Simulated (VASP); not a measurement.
Cs2VH6:

```xyz
9
Lattice="0.0000 4.2382 4.2382 4.2382 0.0000 4.2382 4.2382 4.2382 0.0000" Properties=species:S:1:pos:R:3 pbc="T T T"
Cs    6.3573    6.3573    6.3573
Cs    2.1191    2.1191    2.1191
V     0.0000    0.0000    0.0000
H     4.2382    4.2382    6.5646
H     4.2382    1.9117    4.2382
H     1.9117    4.2382    4.2382
H     4.2382    4.2382    1.9117
H     4.2382    6.5646    4.2382
H     6.5646    4.2382    4.2382
```

The cell was generated, and may not be a known phase.

- Program: VASP 6.6.1
- Task: relaxation of cell and atoms
- Functional: PBE
- Potentials or basis: VASP PAW PBE potentials, release 64 (Cs_sv, V_sv, H)
- Cutoff: 600 eV
- k mesh: 4 × 4 × 4
- Occupations: gaussian, width 0.1 eV
- Spin: collinear spin, ferromagnetic start
- Starting moments: [0.0, 0.0, 2.0, 0.0, 0.0, 0.0, 0.0, 0.0, 0.0] μB

At the start: pressure -0.0 GPa; volume 16.92 Å³/atom.

Q: How do energy, volume and symmetry change on relaxing?

A: Over 8 steps the energy falls by 123.3 meV/atom and the volume is 21.57 Å³/atom (+27.5 %); space group Fm-3m (No. 225, to 0.1 Å) before and after; moment 1.00 μB per cell.

Step by step:
| step | energy change (eV) | largest force (eV/Å) | pressure (GPa) | volume (Å³) |
| --- | --- | --- | --- | --- |
| 1 | 0.0000 | 1.1781 | 0.00 | 152.25 |
| 2 | -0.3516 | 0.8698 | 1.14 | 152.25 |
| 3 | -0.6600 | 0.0373 | 4.26 | 152.25 |
| 4 | -0.9195 | 0.0960 | 2.66 | 165.38 |
| 5 | -1.0880 | 0.2164 | 0.97 | 187.99 |
| 6 | -1.0918 | 0.2393 | 0.73 | 192.55 |
| 7 | -1.1068 | 0.0913 | -0.26 | 194.79 |
| 8 | -1.1096 | 0.0012 | 0.01 | 194.15 |

Final structure:
```
Cs V H
1.0
     0.00000    4.59587    4.59587
     4.59587    0.00000    4.59587
     4.59587    4.59587    0.00000
Cs V H
2 1 6
Cartesian
  6.8938 6.8938 6.8938
  2.2979 2.2979 2.2979
  4.5959 0.0000 4.5959
  4.5959 4.5959 7.4319
  4.5959 1.7599 4.5959
  1.7599 4.5959 4.5959
  4.5959 4.5959 1.7599
  4.5959 7.4319 4.5959
  7.4319 4.5959 4.5959
```

Caveat: the volume moved by over 15 % at a fixed basis, so the end points are rough.
